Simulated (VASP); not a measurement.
Al3BSb2:

```
CELL_PARAMETERS angstrom
5.94521 0.00000 0.00000
-2.97261 5.14871 0.00000
0.00000 0.00000 4.34589
ATOMIC_POSITIONS crystal
Al 0.50000 0.00000 0.00000
Al 0.00000 0.50000 0.00000
Al 0.50000 0.50000 0.00000
B 0.00000 0.00000 0.50000
Sb 0.33333 0.66667 0.00000
Sb 0.66667 0.33333 0.00000
```

The cell was built from a structure type or drawn by symmetry, and may not be a known phase.

- Program: VASP 6.6.1
- Task: relaxation of cell and atoms
- Functional: PBE
- Potentials or basis: VASP PAW PBE potentials, release 64 (Al, B, Sb)
- Cutoff: 500 eV
- k mesh: 3 × 3 × 4
- Occupations: gaussian, width 0.2 eV
- Spin: no spin polarisation

At the start: pressure 131.7 GPa; volume 22.17 Å³/atom.

Question: Where does the relaxation end?

Answer: Over 14 steps the energy falls by 8956.4 meV/atom and the volume is 37.65 Å³/atom (+69.8 %); space group P6/mmm (No. 191, to 0.1 Å) before and after.

Step by step:
```
step  energy change (eV)  largest force (eV/Å)  pressure (GPa)  volume (Å³)
   1              0.0000                0.0000          131.66       133.03
   2            -45.0532                0.0000           -2.08       697.46
   3            -45.5654                0.0000           -2.21       659.52
   4            -46.1181                0.0000           -2.35       622.68
   5            -51.1471                0.0000           -1.48       335.29
   6            -51.0525                0.0000            0.63       293.37
   7            -51.1828                0.0000           -0.92       321.31
   8            -51.1820                0.0000           -0.71       316.79
   9            -51.3773                0.0000           -0.88       306.44
  10            -52.3836                0.0000           -1.43       275.41
  11            -53.6549                0.0000            1.64       213.43
  12            -53.7325                0.0000            0.25       223.29
  13            -53.7135                0.0000           -0.77       231.85
  14            -53.7385                0.0000           -0.09       225.91
```

Final structure:
```yaml
crystal:
  lattice:
    - [9.25078, 0.00000, 0.00000]
    - [-4.62539, 8.01141, 0.00000]
    - [0.00000, 0.00000, 3.04817]
  atoms:
    - { symbol: Al, position: [0.50000, 0.00000, 0.00000] }
    - { symbol: Al, position: [0.00000, 0.50000, 0.00000] }
    - { symbol: Al, position: [0.50000, 0.50000, 0.00000] }
    - { symbol: B, position: [0.00000, 0.00000, 0.50000] }
    - { symbol: Sb, position: [0.33333, 0.66667, 0.00000] }
    - { symbol: Sb, position: [0.66667, 0.33333, 0.00000] }
```

Caveat: the k points lie up to 0.52 Å⁻¹ apart in the final cell, too coarse for converged energies and pressures of a metal; the volume moved by over 15 % at a fixed basis, so the end points are rough.
